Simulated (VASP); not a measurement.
# Co (P6_3/mmc) in VASP: notebook

The runs below take Co through single point, with BLYP, revPBE, r2SCAN.

All numbers are computed with VASP 6.6.1; they aren't measurements. Logs are shortened: lines on timing, memory, paths and dates and some standing lists are left out, and cuts for length are marked.

## Step 1: The cell of the first run

Symmetry: P6_3/mmc, No. 194, hexagonal system. The conventional cell has a = 2.472 Å, b = 2.472 Å, c = 4.021 Å, α = 90.00°, β = 90.00°, γ = 120.00°. Co (site symmetry -6m2) has 12 Co at 2.47 Å within 3.3 Å.

## Step 2: Single point, BLYP, collinear spin, ferromagnetic start

Contents of INCAR:

```
PREC     = Accurate       # precision mode
ENCUT    = 520            # plane-wave cutoff, eV
EDIFF    = 1E-6           # SCF threshold, eV
ISMEAR   = -1             # smearing method
SIGMA    = 0.05           # smearing width, eV
LREAL    = False          # projectors in reciprocal space
LASPH    = True           # aspherical terms in the spheres
NELM     = 150            # most SCF steps
ALGO     = Normal         # electronic algorithm
ISIF     = 2              # what is computed and relaxed
LWAVE    = False          # write WAVECAR
LCHARG   = False          # write CHGCAR
ISPIN    = 2              # spin polarisation
MAGMOM   = 2 2            # initial moments
LORBIT   = 11             # projections on sites
LMAXMIX  = 4              # l up to which the mixer works
GGA      = B5             # functional
ALDAX    = 1.0          
AGGAX    = 1.0          
AGGAC    = 1.0          
ALDAC    = 0.0          
NBANDS   = 20             # bands
```

Contents of KPOINTS:

```
regular mesh
0
Gamma
  12 12 7
```

Contents of POSCAR:

```
Co
1.0
    2.4719999032      0.0000000000      0.0000000000
   -1.2359999516      2.1408147143      0.0000000000
    0.0000000000      0.0000000000      4.0211440800
Co
2
Direct
    0.6666666667      0.3333333333      0.7500000000
    0.3333333333      0.6666666667      0.2500000000
```

Potentials or basis: VASP PAW PBE potentials, release 64 (Co).

Run with:

```console
> cat potpaw_PBE.64/Co/POTCAR > POTCAR
> mpirun -np 1 vasp_std > vasp.out
```

OUTCAR:

```text
PREC = Accurate
   ENCUT = 520
   EDIFF = 1E-6
   ISMEAR = -1
   LREAL = False
   LASPH = True
   NELM = 150
   ISIF = 2
   ISPIN = 2
   LORBIT = 11
   GGA = B5

 ion  position               nearest neighbor table
   1  0.667  0.333  0.750-   2 2.47   2 2.47   2 2.47   2 2.47   2 2.47   2 2.47
   2  0.333  0.667  0.250-   1 2.47   1 2.47   1 2.47   1 2.47   1 2.47   1 2.47

  LATTYP: Found a hexagonal cell.
 ALAT       =     2.4719999032
 C/A-ratio  =     1.6266764715

  Lattice vectors:

 A1 = (   2.4719999032,   0.0000000000,   0.0000000000)
 A2 = (  -1.2359999516,   2.1408147143,   0.0000000000)
 A3 = (   0.0000000000,   0.0000000000,   4.0211440800)

Analysis of symmetry for initial positions (statically):
=====================================================================
 Subroutine PRICEL returns:
 Original cell was already a primitive cell.

 Routine SETGRP: Setting up the symmetry group for a
 hexagonal supercell.

 Subroutine GETGRP returns: Found 24 space group operations
 (whereof 12 operations were pure point group operations)
 out of a pool of 24 trial point group operations.

The static configuration has the point symmetry D_3d.
 The point group associated with its full space group is D_6h.

Analysis of symmetry for dynamics (positions and initial velocities):
=====================================================================
 Subroutine PRICEL returns:
 Original cell was already a primitive cell.

 Routine SETGRP: Setting up the symmetry group for a
 hexagonal supercell.

 Subroutine GETGRP returns: Found 24 space group operations
 (whereof 12 operations were pure point group operations)
 out of a pool of 24 trial point group operations.

The dynamic configuration has the point symmetry D_3d.
 The point group associated with its full space group is D_6h.

Analysis of structural, dynamic, and magnetic symmetry:
=====================================================================
 Subroutine PRICEL returns:
 Original cell was already a primitive cell.

 Routine SETGRP: Setting up the symmetry group for a
 hexagonal supercell.

 Subroutine GETGRP returns: Found 24 space group operations
 (whereof 12 operations were pure point group operations)
 out of a pool of 24 trial point group operations.

The overall configuration has the point symmetry D_3d.
 The point group associated with its full space group is D_6h.

 Subroutine INISYM returns: Found 24 space group operations
 (whereof 12 operations are pure point group operations),
 and found     1 'primitive' translations

----------------------------------------------------------------------------------------

                                     Primitive cell

  volume of cell :      21.2803

  direct lattice vectors                    reciprocal lattice vectors
     2.471999903  0.000000000  0.000000000     0.404530760  0.233555943  0.000000000
    -1.235999952  2.140814714  0.000000000     0.000000000  0.467111887  0.000000000
     0.000000000  0.000000000  4.021144080     0.000000000  0.000000000  0.248685444

  length of vectors
     2.471999903  2.471999903  4.021144080     0.467111887  0.467111887  0.248685444

  position of ions in fractional coordinates (direct lattice)
     0.666666667  0.333333333  0.750000000
     0.333333333  0.666666667  0.250000000

  ion indices of the primitive-cell ions
   primitive index   ion index
                 1           1
                 2           2

----------------------------------------------------------------------------------------

 KPOINTS: regular mesh

Automatic generation of k-mesh.
 Grid dimensions read from file:
 generate k-points for:   12   12    7

 Generating k-lattice:

  Cartesian coordinates                     Fractional coordinates (reciprocal lattice)
     0.033710897  0.019462995  0.000000000     0.083333333 -0.000000000  0.000000000
     0.000000000  0.038925991  0.000000000     0.000000000  0.083333333  0.000000000
     0.000000000  0.000000000  0.035526492     0.000000000  0.000000000  0.142857143

  Length of vectors
     0.038925991  0.038925991  0.035526492

  Shift w.r.t. Gamma in fractional coordinates (k-lattice)
     0.000000000  0.000000000  0.000000000

 Subroutine IBZKPT returns following result:
 ===========================================

 Found     76 irreducible k-points:

 Following reciprocal coordinates:
            Coordinates               Weight
  0.000000  0.000000  0.000000      1.000000
  0.083333  0.000000  0.000000      6.000000
  0.166667  0.000000  0.000000      6.000000
  0.250000  0.000000  0.000000      6.000000
  0.333333  0.000000  0.000000      6.000000
  0.416667  0.000000  0.000000      6.000000
[... 16 lines left out ...]
  0.250000  0.000000  0.142857     12.000000
  0.333333  0.000000  0.142857     12.000000
 [... further k-points ...]
   k-points           NKPTS =     76   k-points in BZ     NKDIM =     76   number of bands    NBANDS=     20
   number of dos      NEDOS =    301   number of ions     NIONS =      2
   total plane-waves  NPLWV =   9720
   dimension x,y,z NGX =    18 NGY =   18 NGZ =   30
   dimension x,y,z NGXF=    36 NGYF=   36 NGZF=   60
   ions per type =               2
   NGX,Y,Z   is equivalent  to a cutoff of  12.11, 12.11, 12.40 a.u.
   NGXF,Y,Z  is equivalent  to a cutoff of  24.21, 24.21, 24.81 a.u.
 SYSTEM =  unknown system
   PREC   = accura    normal or accurate (medium, high low for compatibility)
   ISTART =      0    job   : 0-new  1-cont  2-samecut
   ICHARG =      2    charge: 1-file 2-atom 10-const
   ISPIN  =      2    spin polarized calculation?
   LNONCOLLINEAR =      F non collinear calculations
   LSORBIT =      F    spin-orbit coupling
   LASPH  =      T    aspherical Exc in radial PAW
   ENCUT  =  520.0 eV  38.22 Ry    6.18 a.u.   4.60  4.60  7.48*2*pi/ulx,y,z
   NELM   =    150;   NELMIN=  2; NELMDL= -5     # of ELM steps
   EDIFF  = 0.1E-05   stopping-criterion for ELM
   LREAL  =      F    real-space projection
   EDIFFG = 0.1E-04   stopping-criterion for IOM
   NSW    =      0    number of steps for IOM
   IBRION =     -1    ionic relax: 0-MD 1-quasi-New 2-CG
   NFREE  =      0    steps in history (QN), initial steepest desc. (CG)
   ISIF   =      2    stress and relaxation
   ISYM   =      2    0-nonsym 1-usesym 2-fastsym
   POTIM  = 0.5000    time-step for ionic-motion
   TEBEG  =    0.0;   TEEND  =   0.0 temperature during run
   PSTRESS=    0.0 pullay stress
   NELECT =      18.0000    total number of electrons
   NUPDOWN=      -1.0000    fix difference up-down
   EMIN   =  10.00;   EMAX   =-10.00  energy-range for DOS
   EFERMI =   0.00;   METHOD = LEGACY
   ISMEAR =    -1;   SIGMA  =   0.05  broadening in eV -4-tet -1-fermi 0-gaus
   EFERMI_NEDOS =   21; number of points for ismear=-14 and -15
   IALGO  =     38    algorithm
   IMIX   =      4    mixing-type and parameters
     AMIX     =   0.40;   BMIX     =  1.00
     AMIX_MAG =   1.60;   BMIX_MAG =  1.00
  volume/ion in A,a.u.               =      10.64        71.80
  Fermi-wavevector in a.u.,A,eV,Ry     =   1.548246  2.925761 32.614055  2.397065
  Thomas-Fermi vector in A             =   2.653224
   LORBIT       =     11    0 simple, 1 ext, 2 COOP (PROOUT), +10 PAW based schemes
   GGA     = B5    functional components
   LHFCALC =     F    Hartree Fock is set to
   AEXX    =    0.0000 exact exchange contribution
   IVDW    =     0    specifies the selected vdW correction
   LEPSILON=     F    determine dielectric tensor
   LRPA    =     F    only Hartree local field effects (RPA)
 spin polarized calculation
  energy-cutoff  :      520.00
  volume of cell :       21.28
 maximum number of plane-waves:       585
   NGX =  9   NGY =  9   NGZ = 15

 number of electron      17.9999990 magnetization       3.1058676

 Free energy of the ion-electron system (eV)
  ---------------------------------------------------
  ext. energy  EPLUGINS =         0.00000000
  ---------------------------------------------------
  free energy    TOTEN  =       -12.07146926 eV

  energy without entropy =      -12.05464034  energy(sigma->0) =      -12.06305480

 E-fermi :  11.0026     XC(G=0): -12.9147

 val. band max:       10.9996452474   @ k =   0.2500   0.1667   0.0000
 cond. band min:      11.0039065352   @ k =   0.2500   0.0000   0.0000
 fundamental gap:      0.0042612877
 Fermi energy:        11.0025583075

 spin component 1

 k-point     1 :       0.0000    0.0000    0.0000
  band No.  band energies     occupation
      1       2.1459      1.00000
      2       5.8478      1.00000
      3       8.3842      1.00000
      4       8.4430      1.00000
      5       8.4430      1.00000
      6       8.7572      1.00000
[... 12 lines left out ...]
     19      37.5377      0.00000
     20      37.5377      0.00000
[... 507 lines left out ...]
 k-point    24 :       0.3333    0.0000    0.1429
  band No.  band energies     occupation
      1       5.3963      1.00000
      2       6.6092      1.00000
      3       7.0145      1.00000
      4       7.7775      1.00000
      5       8.4978      1.00000
      6       8.5456      1.00000
[... 12 lines left out ...]
     19      34.6876      0.00000
     20      36.1760      0.00000

 [... further k-points ...]

 spin component 2

 k-point     1 :       0.0000    0.0000    0.0000
  band No.  band energies     occupation
      1       2.1864      1.00000
      2       6.7498      1.00000
      3       9.9126      1.00000
      4       9.9736      1.00000
      5       9.9736      1.00000
      6      10.3364      1.00000
[... 12 lines left out ...]
     19      37.8712      0.00000
     20      37.8712      0.00000
[... 507 lines left out ...]
 k-point    24 :       0.3333    0.0000    0.1429
  band No.  band energies     occupation
      1       5.6918      1.00000
      2       7.7410      1.00000
      3       8.1114      1.00000
      4       8.9959      1.00000
      5       9.8840      1.00000
      6      10.1152      1.00000
[... 12 lines left out ...]
     19      34.8292      0.00000
     20      36.5268      0.00000

 [... further k-points ...]

------------------------ aborting loop because EDIFF is reached ----------------------------------------

  FORCE on cell =-STRESS in cart. coord.  units (eV):
  Direction    XX          YY          ZZ          XY          YZ          ZX
  --------------------------------------------------------------------------------------
  -------------------------------------------------------------------------------------
  Total        1.9183281      1.9183281      1.5520733      0.0000000      0.0000000      0.0000000
  in kB      144.4296340    144.4296340    116.8545526      0.0000000      0.0000000      0.0000000
  external PRESSURE =     135.2379402 kB  Pullay stress =       0.0000000 kB

 VOLUME and BASIS-vectors are now :
 -----------------------------------------------------------------------------
  energy-cutoff  :      520.00
  volume of cell :       21.28
      direct lattice vectors                 reciprocal lattice vectors
     2.471999903  0.000000000  0.000000000     0.404530760  0.233555943  0.000000000
    -1.235999952  2.140814714  0.000000000     0.000000000  0.467111887  0.000000000
     0.000000000  0.000000000  4.021144080     0.000000000  0.000000000  0.248685444

 POSITION                                       TOTAL-FORCE (eV/Angst)
 -----------------------------------------------------------------------------------
      1.23600      0.71360      3.01586         0.000000     -0.000000      0.000000
     -0.00000      1.42721      1.00529        -0.000000      0.000000      0.000000
 -----------------------------------------------------------------------------------
    total drift:                                0.000000     -0.000000     -0.000000

  FREE ENERGIE OF THE ION-ELECTRON SYSTEM (eV)
  ---------------------------------------------------
  free  energy   TOTEN  =       -12.0714692617 eV

  energy  without entropy=      -12.0546403388  energy(sigma->0) =      -12.06305480

 total charge

# of ion       s       p       d       tot
------------------------------------------
    1        0.492   0.518   7.329   8.339
    2        0.492   0.518   7.329   8.339
--------------------------------------------------
tot          0.984   1.036  14.658  16.678

 magnetization (x)

# of ion       s       p       d       tot
------------------------------------------
    1       -0.015  -0.048   1.628   1.565
    2       -0.015  -0.048   1.628   1.565
--------------------------------------------------
tot         -0.030  -0.096   3.255   3.129
```

Wall time 51 s (1 thread of Intel Xeon Platinum 8488C (Sapphire Rapids), shared host); peak memory 0.17 GiB.

What came out:

- Free energy: -12.0715 eV
- Pressure: 13.5 GPa
- Net moment: 3.11 μB per cell
- Site moments: Co +1.56 μB
- Valence electrons inside the program's atomic spheres: Co 8.34

Levels at points of the mesh, in eV from the Fermi level:
Spin up:
| k point | band 8 | band 9 | band 10 | band 11 | band 12 | band 13 | band 14 | band 15 |
| --- | --- | --- | --- | --- | --- | --- | --- | --- |
| (0.00, 0.00, 0.00) | -1.86 | -1.86 | -0.74 | -0.74 | 0.09 | 6.53 | 22.58 | 25.03 |
| (0.50, 0.00, 0.00) | -0.58 | -0.52 | -0.43 | 1.52 | 3.56 | 9.96 | 10.55 | 13.20 |
Spin down:
```tsv
k point	band 4	band 5	band 6	band 7	band 8	band 9	band 10	band 11
(0.00, 0.00, 0.00)	-1.03	-1.03	-0.67	-0.67	-0.21	-0.21	0.09	1.03
(0.50, 0.00, 0.00)	-1.69	-1.17	-1.09	-0.68	1.18	1.29	1.34	2.66
```

Caveat: the cell stands under pressure; the PAW data sets were made with another functional, which shifts forces and pressure a little.

(Part 1 of 2 ends here.)
